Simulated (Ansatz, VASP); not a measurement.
## Two plane-wave programs on Ge

```
CELL_PARAMETERS angstrom
0.00000 2.59189 3.36946
2.59189 0.00000 3.36946
2.59189 2.59189 0.00000
ATOMIC_POSITIONS crystal
Ge 0.50000 0.50000 0.50000
Ge 0.75000 0.75000 0.75000
```

Alike in both runs: task single point; functional r2SCAN; k mesh 12 × 12 × 12; occupations gaussian, width 0.05 eV; no spin polarisation.

|  | VASP | Ansatz |
| --- | --- | --- |
| version | VASP 6.6.1 | Ansatz 0.2.0 |
| potentials or method | VASP PAW PBE potentials, release 64 (Ge_d), cutoff 520 eV | scalar-relativistic, plane waves, PAW |
| valence electrons in the cell | 28 | 28 |

|  | VASP | Ansatz | Ansatz less VASP |
| --- | --- | --- | --- |
| gap on the k mesh at the Fermi level (eV) | none | none | - |
| pressure (GPa) | 1.3 | 1.3 | +0.02 |
| traceless stress, the component that is largest in VASP (GPa) | -15.13 | -15.25 | -0.114 |

VASP's potentials were made for PBE, not for r2SCAN. A gap of «none» marks a metal or a gap that the smearing closes. The functional is the same, so the differences come from potentials, cutoffs and numerics.
